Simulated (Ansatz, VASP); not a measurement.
Two plane-wave programs on TiC

File INCAR:

```
ALGO     = Normal         # electronic algorithm
EDIFF    = 1E-7           # SCF threshold, eV
ENCUT    = 520            # plane-wave cutoff, eV
GGA      = PS             # functional
ISIF     = 2              # what is computed and relaxed
ISMEAR   = 1              # smearing method
LASPH    = T              # aspherical terms in the spheres
LCHARG   = T              # write CHGCAR
LELF     = T              # ELF
LREAL    = F              # projectors in reciprocal space
LVHAR    = T            
LWAVE    = F              # write WAVECAR
NBANDS   = 15             # bands
NELM     = 80             # most SCF steps
PREC     = Accurate       # precision mode
SIGMA    = 0.1            # smearing width, eV
```

Contents of KPOINTS:

```
k-points
0
Gamma
  20 20 20
```

File POSCAR:

```
TiC
1.0
    0.0000000000      1.9827873478      2.5776235521
    1.9827873478      0.0000000000      2.5776235521
    1.9827873478      1.9827873478      0.0000000000
Ti C
1 1
Direct
    0.0000000000      0.0000000000      0.0000000000
    0.5000000000      0.5000000000      0.5000000000
```

Input for Ansatz:

```yaml
crystal:
  lattice:
    - [0.0, 1.9827873478, 2.5776235521]
    - [1.9827873478, 0.0, 2.5776235521]
    - [1.9827873478, 1.9827873478, 0.0]
  atoms:
    - { symbol: Ti, position: [0.0, 0.0, 0.0] }
    - { symbol: C, position: [0.5, 0.5, 0.5] }
basis:
  ecutwfc: 420
kpoints:
  mp_grid: { grid: [20, 20, 20] }
hamiltonian:
  xc: pbesol
scf:
  occupations: { method: cold, width: 0.1 }
output:
  forces: true
  stress: true
  eigenvalues: true
```

Alike in both runs: task single point; functional PBEsol; k mesh 20 × 20 × 20; no spin polarisation.

|  | VASP | Ansatz |
| --- | --- | --- |
| version | VASP 6.6.1 | Ansatz 0.2.0 |
| potentials or method | VASP PAW PBE potentials, release 64 (Ti_sv, C), cutoff 520 eV | scalar-relativistic, plane waves, PAW |
| occupations | methfessel-paxton of order 1, width 0.1 eV | cold, width 0.1 eV |
| valence electrons in the cell | 16 | 16 |

Ansatz gave:

| Item | Value |
| --- | --- |
| gap on the k mesh at the Fermi level (eV) | none |
| pressure (GPa) | 25.1 |
| traceless stress, the component that is largest in VASP (GPa) | -59.95 |

Problem. What did VASP give for the same quantities?

Solution. gap on the k mesh at the Fermi level (eV): none; pressure (GPa): 25.1; traceless stress, the component that is largest in VASP (GPa): -60.16.

VASP's potentials were made for PBE, not for PBEsol. A gap of «none» marks a metal or a gap that the smearing closes.
